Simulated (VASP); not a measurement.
Write the native input for VASP 6.6.1 that does the following.

```yaml
Task: single point
Functional: r2SCAN
Potentials_or_basis: VASP PAW PBE potentials, release 64 (I)
Cutoff: 520 eV
k_mesh: 8 × 8 × 4
Occupations: gaussian, width 0.02 eV
Spin: no spin polarisation
Dipole_correction: no
Further_INCAR_settings: ALGO = Normal; EDIFF = 1e-06; NBANDS = 22
```

I:

```
I
1.0
     3.63109   -2.41088    0.00000
     3.63109    2.41088    0.00000
     0.00000    0.00000    9.95888
I
4
Direct
  0.88504 0.11496 0.13593
  0.61496 0.38504 0.63593
  0.11496 0.88504 0.86407
  0.38504 0.61496 0.36407
```

This cell differs from its parent crystal: strained.

These files were run (other wordings do the same):

POSCAR

```
I
1.0
    3.6310912250     -2.4108780500      0.0000000000
    3.6310912250      2.4108780500      0.0000000000
    0.0000000000      0.0000000000      9.9588762000
I
4
Direct
    0.8850419073      0.1149580927      0.1359278364
    0.6149580927      0.3850419073      0.6359278364
    0.1149580927      0.8850419073      0.8640721636
    0.3850419073      0.6149580927      0.3640721636
```

INCAR.step1

```
ALGO = Normal
EDIFF = 1E-4
ENCUT = 520
GGA = PE
ISMEAR = 0
LASPH = T
LCHARG = F
LREAL = F
LWAVE = T
NBANDS = 22
NELM = 80
PREC = Accurate
SIGMA = 0.02
```

INCAR.step2

```
ALGO = Normal
EDIFF = 1E-6
ENCUT = 520
ISIF = 2
ISMEAR = 0
ISTART = 1
LASPH = T
LCHARG = T
LELF = T
LMIXTAU = T
LREAL = F
LVHAR = T
LWAVE = F
METAGGA = R2SCAN
NBANDS = 22
NELM = 80
PREC = Accurate
SIGMA = 0.02
```

KPOINTS

```
k-points
0
Gamma
  8 8 4
```

Potentials or basis: VASP PAW PBE potentials, release 64 (I).

Command:

```bash
$ cat potpaw_PBE.64/I/POTCAR > POTCAR
$ cp INCAR.step1 INCAR
$ mpirun -np 1 vasp_std > vasp.out
$ cp INCAR.step2 INCAR
$ mpirun -np 1 vasp_std > vasp.out
```

Results of the run:

The pressure is -0.3 GPa. The largest force is 1.029 eV/Å and the band gap on the k mesh is 0.41 eV (least direct gap 0.52 eV).

Caveat: the cell differs from its parent crystal (strained); the PAW data sets were made with another functional, which shifts forces and pressure a little; spin-orbit coupling is left out, which moves the levels of the heavy elements.

It took 21 min on 1 thread of AMD EPYC 9755 128-Core Processor, on a shared host, peak memory 0.38 GiB.
